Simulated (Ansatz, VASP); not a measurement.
## One calculation of TaF3, two programs

Contents of INCAR:

```
  PREC = Accurate
  ENCUT = 520
  EDIFF = 1E-6
  ISMEAR = 0
  SIGMA = 0.15
  LREAL = False
  LASPH = True
  NELM = 80
  ALGO = Normal
  ISIF = 2
  LWAVE = False
  LCHARG = False
  GGA = PE
  NBANDS = 24
```

Contents of KPOINTS:

```
Automatic mesh
0
Gamma
  12 12 12
```

POSCAR

```
TaF3
1.0
    4.0182360000      0.0000000000      0.0000000000
    0.0000000000      4.0182360000      0.0000000000
    0.0000000000      0.0000000000      3.9597180000
Ta F
1 3
Direct
    0.0000000000      0.0000000000      0.0000000000
    0.5000000000      0.0000000000      0.0000000000
    0.0000000000      0.5000000000      0.0000000000
    0.0000000000      0.0000000000      0.5000000000
```

Input for Ansatz:

```yaml
crystal:
  lattice:
    - [4.018236, 0.0, 0.0]
    - [0.0, 4.018236, 0.0]
    - [0.0, 0.0, 3.959718]
  atoms:
    - { symbol: Ta, position: [0.0, 0.0, 0.0] }
    - { symbol: F, position: [0.5, 0.0, 0.0] }
    - { symbol: F, position: [0.0, 0.5, 0.0] }
    - { symbol: F, position: [0.0, 0.0, 0.5] }
basis:
  ecutwfc: 420
kpoints:
  mp_grid: { grid: [12, 12, 12] }
hamiltonian:
  xc: pbe
scf:
  occupations: { method: gaussian, width: 0.15 }
output:
  forces: true
  stress: true
  eigenvalues: true
```

Change from the starting cell: strain +0.030 along x and y, +0.015 along z, atoms carried along.

Alike in both runs: task single point; functional PBE; k mesh 12 × 12 × 12; occupations gaussian, width 0.15 eV; no spin polarisation.

```csv
,VASP,Ansatz
version,VASP 6.6.1,Ansatz 0.2.0
potentials or method,"VASP PAW PBE potentials, release 64 (Ta_pv, F), cutoff 520 eV","scalar-relativistic, plane waves, PAW"
valence electrons in the cell,32,34
```

```csv
,VASP,Ansatz,Ansatz less VASP
gap on the k mesh at the Fermi level (eV),none,none,-
pressure (GPa),12.3,12.1,-0.21
"traceless stress, the component that is largest in VASP (GPa)",3.37,3.32,-0.053
```

A gap of «none» marks a metal or a gap that the smearing closes. The functional is the same, so the differences come from potentials, cutoffs and numerics. VASP's potentials hold 32 valence electrons a cell and Ansatz's 34, so a difference there can come from the potentials and not from the codes.

Neither program's run includes spin-orbit coupling.
